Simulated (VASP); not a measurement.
# InAs (rocksalt type) (Fm-3m) in VASP: further runs

Runs on InAs (rocksalt type). Level: LDA. Tasks: single point, relaxation of cell and atoms.

Program: VASP 6.6.1. These are calculated values, not measurements. Logs are shortened: lines on timing, memory, paths and dates and some standing lists are left out, and cuts for length are marked.

## (1) The cell of the first run

It takes space group Fm-3m (No. 225, cubic). The conventional cell has a = 4.828 Å, b = 4.828 Å, c = 4.828 Å, α = 90.00°, β = 90.00°, γ = 90.00°. Within 3.2 Å of In (site symmetry m-3m) lie 6 As at 2.41 Å. As (site symmetry m-3m) has 6 In at 2.41 Å within 3.2 Å.

## (2) Single point, LDA (volume scaled by 0.64)

The input, INCAR:

```
SYSTEM = InAs
PREC = Accurate ; ENCUT = 520
EDIFF = 1E-7 ; ISMEAR = -1
SIGMA = 0.1 ; LREAL = .FALSE.
LASPH = .TRUE. ; NELM = 100
ALGO = Normal ; ISIF = 2
LWAVE = .FALSE. ; LCHARG = .TRUE.
GGA = CA ; LELF = .TRUE.
LVHAR = .TRUE. ; NBANDS = 16
```

The input, KPOINTS:

```
Automatic mesh
0
G
  13 13 13
  0 0 0
```

The input, POSCAR:

```
InAs
1.0
    0.0000000000      2.4140098864      2.4140098864
    2.4140098864      0.0000000000      2.4140098864
    2.4140098864      2.4140098864      0.0000000000
In As
1 1
Direct
    0.0000000000      0.0000000000      0.0000000000
    0.5000000000      0.5000000000      0.5000000000
```

Potentials or basis: VASP PAW LDA potentials, release 64 (In_d, As).

The run is started by

```sh
$ cat potpaw_LDA.64/In_d/POTCAR potpaw_LDA.64/As/POTCAR > POTCAR
$ mpirun -np 1 vasp_std > vasp.out
```

OUTCAR:

```text
SYSTEM = InAs
   PREC = Accurate
   ENCUT = 520
   EDIFF = 1E-7
   ISMEAR = -1
   LREAL = .FALSE.
   LASPH = .TRUE.
   NELM = 100
   ISIF = 2
   GGA = CA

 ion  position               nearest neighbor table
   1  0.000  0.000  0.000-   2 2.41   2 2.41   2 2.41   2 2.41   2 2.41   2 2.41
   2  0.500  0.500  0.500-   1 2.41   1 2.41   1 2.41   1 2.41   1 2.41   1 2.41

  LATTYP: Found a face centered cubic cell.
 ALAT       =     4.8280197728

  Lattice vectors:

 A1 = (   0.0000000000,   2.4140098864,   2.4140098864)
 A2 = (   2.4140098864,   0.0000000000,   2.4140098864)
 A3 = (   2.4140098864,   2.4140098864,   0.0000000000)

Analysis of symmetry for initial positions (statically):
=====================================================================
 Subroutine PRICEL returns:
 Original cell was already a primitive cell.

 Routine SETGRP: Setting up the symmetry group for a
 face centered cubic supercell.

 Subroutine GETGRP returns: Found 48 space group operations
 (whereof 48 operations were pure point group operations)
 out of a pool of 48 trial point group operations.

The static configuration has the point symmetry O_h .

Analysis of symmetry for dynamics (positions and initial velocities):
=====================================================================
 Subroutine PRICEL returns:
 Original cell was already a primitive cell.

 Routine SETGRP: Setting up the symmetry group for a
 face centered cubic supercell.

 Subroutine GETGRP returns: Found 48 space group operations
 (whereof 48 operations were pure point group operations)
 out of a pool of 48 trial point group operations.

The dynamic configuration has the point symmetry O_h .

 Subroutine INISYM returns: Found 48 space group operations
 (whereof 48 operations are pure point group operations),
 and found     1 'primitive' translations

----------------------------------------------------------------------------------------

                                     Primitive cell

  volume of cell :      28.1350

  direct lattice vectors                    reciprocal lattice vectors
     0.000000000  2.414009886  2.414009886    -0.207124255  0.207124255  0.207124255
     2.414009886  0.000000000  2.414009886     0.207124255 -0.207124255  0.207124255
     2.414009886  2.414009886  0.000000000     0.207124255  0.207124255 -0.207124255

  length of vectors
     3.413925521  3.413925521  3.413925521     0.358749734  0.358749734  0.358749734

  position of ions in fractional coordinates (direct lattice)
     0.000000000  0.000000000  0.000000000
     0.500000000  0.500000000  0.500000000

  ion indices of the primitive-cell ions
   primitive index   ion index
                 1           1
                 2           2

----------------------------------------------------------------------------------------

 KPOINTS: Automatic mesh

Automatic generation of k-mesh.
 Grid dimensions read from file:
 generate k-points for:   13   13   13

 Generating k-lattice:

  Cartesian coordinates                     Fractional coordinates (reciprocal lattice)
    -0.015932635  0.015932635  0.015932635     0.076923077  0.000000000  0.000000000
     0.015932635 -0.015932635  0.015932635     0.000000000  0.076923077  0.000000000
     0.015932635  0.015932635 -0.015932635     0.000000000  0.000000000  0.076923077

  Length of vectors
     0.027596133  0.027596133  0.027596133

  Shift w.r.t. Gamma in fractional coordinates (k-lattice)
     0.000000000  0.000000000  0.000000000

 Subroutine IBZKPT returns following result:
 ===========================================

 Found     84 irreducible k-points:

 Following reciprocal coordinates:
            Coordinates               Weight
  0.000000  0.000000  0.000000      1.000000
  0.076923  0.000000  0.000000      8.000000
  0.153846  0.000000  0.000000      8.000000
  0.230769  0.000000  0.000000      8.000000
  0.307692  0.000000  0.000000      8.000000
  0.384615  0.000000  0.000000      8.000000
[... 16 lines left out ...]
  0.384615  0.153846  0.000000     24.000000
  0.461538  0.153846  0.000000     24.000000
 [... further k-points ...]
   k-points           NKPTS =     84   k-points in BZ     NKDIM =     84   number of bands    NBANDS=     16
   number of dos      NEDOS =    301   number of ions     NIONS =      2
   total plane-waves  NPLWV =  21952
   dimension x,y,z NGX =    28 NGY =   28 NGZ =   28
   dimension x,y,z NGXF=    56 NGYF=   56 NGZF=   56
   ions per type =               1   1
   NGX,Y,Z   is equivalent  to a cutoff of  13.63, 13.63, 13.63 a.u.
   NGXF,Y,Z  is equivalent  to a cutoff of  27.27, 27.27, 27.27 a.u.
 SYSTEM =  InAs
   PREC   = accura    normal or accurate (medium, high low for compatibility)
   ISTART =      0    job   : 0-new  1-cont  2-samecut
   ICHARG =      2    charge: 1-file 2-atom 10-const
   ISPIN  =      1    spin polarized calculation?
   LNONCOLLINEAR =      F non collinear calculations
   LSORBIT =      F    spin-orbit coupling
   LASPH  =      T    aspherical Exc in radial PAW
   ENCUT  =  520.0 eV  38.22 Ry    6.18 a.u.   6.35  6.35  6.35*2*pi/ulx,y,z
   NELM   =    100;   NELMIN=  2; NELMDL= -5     # of ELM steps
   EDIFF  = 0.1E-06   stopping-criterion for ELM
   LREAL  =      F    real-space projection
   EDIFFG = 0.1E-05   stopping-criterion for IOM
   NSW    =      0    number of steps for IOM
   IBRION =     -1    ionic relax: 0-MD 1-quasi-New 2-CG
   NFREE  =      0    steps in history (QN), initial steepest desc. (CG)
   ISIF   =      2    stress and relaxation
   ISYM   =      2    0-nonsym 1-usesym 2-fastsym
   POTIM  = 0.5000    time-step for ionic-motion
   TEBEG  =    0.0;   TEEND  =   0.0 temperature during run
   PSTRESS=    0.0 pullay stress
   NELECT =      18.0000    total number of electrons
   NUPDOWN=      -1.0000    fix difference up-down
   EMIN   =  10.00;   EMAX   =-10.00  energy-range for DOS
   EFERMI =   0.00;   METHOD = LEGACY
   ISMEAR =    -1;   SIGMA  =   0.10  broadening in eV -4-tet -1-fermi 0-gaus
   EFERMI_NEDOS =   21; number of points for ismear=-14 and -15
   IALGO  =     38    algorithm
   IMIX   =      4    mixing-type and parameters
     AMIX     =   0.40;   BMIX     =  1.00
     AMIX_MAG =   1.60;   BMIX_MAG =  1.00
  volume/ion in A,a.u.               =      14.07        94.93
  Fermi-wavevector in a.u.,A,eV,Ry     =   1.410641  2.665726 27.074357  1.989909
  Thomas-Fermi vector in A             =   2.532574
   LORBIT       =      0    0 simple, 1 ext, 2 COOP (PROOUT), +10 PAW based schemes
   GGA     = CA    functional components
   LHFCALC =     F    Hartree Fock is set to
   AEXX    =    0.0000 exact exchange contribution
   IVDW    =     0    specifies the selected vdW correction
   LEPSILON=     F    determine dielectric tensor
   LRPA    =     F    only Hartree local field effects (RPA)
 non-spin polarized calculation
  energy-cutoff  :      520.00
  volume of cell :       28.14
 maximum number of plane-waves:       770
 NGX is ok and might be reduce to    28
   NGX = 13   NGY = 13   NGZ = 13

 number of electron      17.9999997 magnetization

 Free energy of the ion-electron system (eV)
  ---------------------------------------------------
  ext. energy  EPLUGINS =         0.00000000
  ---------------------------------------------------
  free energy    TOTEN  =        -5.51955268 eV

  energy without entropy =       -5.50125960  energy(sigma->0) =       -5.51040614

 E-fermi :  13.7308     XC(G=0): -12.9085

 val. band max:       13.7073428792   @ k =  -0.1538   0.0769   0.0000
 cond. band min:      13.7650152616   @ k =  -0.3846   0.4615   0.0769
 fundamental gap:      0.0576723824
 Fermi energy:        13.7308448913

 k-point     1 :       0.0000    0.0000    0.0000
  band No.  band energies     occupation
      1      -3.5644      2.00000
      2      -2.2152      2.00000
      3      -2.2152      2.00000
      4      -2.1929      2.00000
      5      -2.1929      2.00000
      6      -2.1929      2.00000
[... 8 lines left out ...]
     15      23.8811      0.00000
     16      23.8811      0.00000

 k-point     2 :       0.0769    0.0000    0.0000
  band No.  band energies     occupation
      1      -3.4503      2.00000
      2      -2.2328      2.00000
      3      -2.2328      2.00000
      4      -2.1980      2.00000
      5      -2.1785      2.00000
      6      -2.1785      2.00000
[... 8 lines left out ...]
     15      23.1607      0.00000
     16      23.1607      0.00000

 k-point     3 :       0.1538    0.0000    0.0000
  band No.  band energies     occupation
      1      -3.1185      2.00000
      2      -2.2864      2.00000
      3      -2.2864      2.00000
      4      -2.2038      2.00000
      5      -2.1330      2.00000
      6      -2.1330      2.00000
[... 8 lines left out ...]
     15      22.7879      0.00000
     16      22.7879      0.00000

 k-point     4 :       0.2308    0.0000    0.0000
  band No.  band energies     occupation
      1      -2.6501      2.00000
      2      -2.3617      2.00000
      3      -2.3617      2.00000
      4      -2.1337      2.00000
      5      -2.0669      2.00000
      6      -2.0669      2.00000
[... 8 lines left out ...]
     15      23.4268      0.00000
     16      23.4268      0.00000
[... 324 lines left out ...]
 k-point    22 :       0.3077    0.1538    0.0000
  band No.  band energies     occupation
      1      -2.9203      2.00000
      2      -2.2888      2.00000
      3      -2.2652      2.00000
      4      -2.1196      2.00000
      5      -1.9794      2.00000
      6      -1.4041      2.00000
[... 8 lines left out ...]
     15      25.7403      0.00000
     16      26.2334      0.00000

 k-point    23 :       0.3846    0.1538    0.0000
  band No.  band energies     occupation
      1      -2.8962      2.00000
      2      -2.3399      2.00000
      3      -2.3128      2.00000
      4      -2.0837      2.00000
      5      -1.9165      2.00000
      6      -0.6192      2.00000
[... 8 lines left out ...]
     15      27.1966      0.00000
     16      27.3888      0.00000

 k-point    24 :       0.4615    0.1538    0.0000
  band No.  band energies     occupation
      1      -2.8727      2.00000
      2      -2.4112      2.00000
      3      -2.3341      2.00000
      4      -2.0449      2.00000
      5      -1.8829      2.00000
      6       0.2870      2.00000
[... 8 lines left out ...]
     15      27.8701      0.00000
     16      29.1126      0.00000

 [... further k-points ...]
[... 5 lines left out ...]
  --------------------------------------------------------------------------------------
  -------------------------------------------------------------------------------------
  Total       17.5778727     17.5778727     17.5778727      0.0000000      0.0000000     -0.0000000
  in kB     1000.9900708   1000.9900708   1000.9900708      0.0000000      0.0000000     -0.0000000
  external PRESSURE =    1000.9900708 kB  Pullay stress =       0.0000000 kB

 VOLUME and BASIS-vectors are now :
 -----------------------------------------------------------------------------
  energy-cutoff  :      520.00
  volume of cell :       28.14
      direct lattice vectors                 reciprocal lattice vectors
     0.000000000  2.414009886  2.414009886    -0.207124255  0.207124255  0.207124255
     2.414009886  0.000000000  2.414009886     0.207124255 -0.207124255  0.207124255
     2.414009886  2.414009886  0.000000000     0.207124255  0.207124255 -0.207124255

 POSITION                                       TOTAL-FORCE (eV/Angst)
 -----------------------------------------------------------------------------------
      0.00000      0.00000      0.00000         0.000000      0.000000     -0.000000
      2.41401      2.41401      2.41401        -0.000000     -0.000000      0.000000
 -----------------------------------------------------------------------------------
    total drift:                               -0.000000      0.000000      0.000000

  FREE ENERGIE OF THE ION-ELECTRON SYSTEM (eV)
  ---------------------------------------------------
  free  energy   TOTEN  =        -5.5195526836 eV

  energy  without entropy=       -5.5012595981  energy(sigma->0) =       -5.51040614
```

Wall time 41 s (1 thread of Intel Xeon Platinum 8259CL at 2.50GHz (Skylake/Cascade Lake), shared host); peak memory 0.17 GiB.

Results:

* Free energy: -5.5196 eV
* Pressure: 100.1 GPa
* Band gap on the k mesh: zero (band 9 reaches 14.32 eV, above the bottom of band 10 at 11.33 eV)

Levels at points of the mesh, in eV from the Fermi level:
| k point | band 6 | band 7 | band 8 | band 9 | band 10 | band 11 | band 12 | band 13 |
| --- | --- | --- | --- | --- | --- | --- | --- | --- |
| (0.00, 0.00, 0.00) | -15.92 | -0.86 | -0.86 | -0.86 | 4.20 | 7.45 | 7.66 | 7.66 |

Caveat: the cell differs from its parent crystal (volume scaled by 0.64); spin-orbit coupling is left out, which moves the levels of the heavy elements.

## (3) Single point, LDA

This run uses another cell than the first one, of 21.98 Å³/atom, 1.562 times its volume.

The input, INCAR:

```
  ALGO = Normal
  EDIFF = 1E-6
  ENCUT = 520
  GGA = CA
  ISIF = 2
  ISMEAR = -1
  LASPH = True
  LCHARG = True
  LELF = True
  LREAL = False
  LVHAR = True
  LWAVE = False
  NBANDS = 16
  NELM = 80
  PREC = Accurate
  SIGMA = 0.1
```

The input, KPOINTS:

```
k-points
0
Gamma
  13 13 13
```

The input, POSCAR:

```
InAs
1.0
    0.0000000000      2.8012103332      2.8012103332
    2.8012103332      0.0000000000      2.8012103332
    2.8012103332      2.8012103332      0.0000000000
In As
1 1
Direct
    0.0000000000      0.0000000000      0.0000000000
    0.5000000000      0.5000000000      0.5000000000
```

Potentials or basis: VASP PAW LDA potentials, release 64 (In_d, As).

The run is started by

```sh
$ cat potpaw_LDA.64/In_d/POTCAR potpaw_LDA.64/As/POTCAR > POTCAR
$ mpirun -np 1 vasp_std > vasp.out
```

Wall time 47 s (1 thread of Intel Xeon Platinum 8259CL at 2.50GHz (Skylake/Cascade Lake), shared host); peak memory 0.19 GiB.

Results (log left out):

```yaml
Free_energy: -8.7796 eV
Pressure: 0.2 GPa
Band_gap_on_the_k_mesh: zero (band 9 reaches 7.10 eV, above the bottom of band 10 at 4.23 eV)
```

Levels at points of the mesh, in eV from the Fermi level:
```tsv
k point	band 5	band 6	band 7	band 8	band 9	band 10	band 11	band 12	band 13	band 14
(0.00, 0.00, 0.00)	-14.32	-12.67	-0.23	-0.23	-0.23	-0.23	7.33	7.33	7.33	7.80
```

Caveat: spin-orbit coupling is left out, which moves the levels of the heavy elements.

(Part 1 of 2 ends here.)
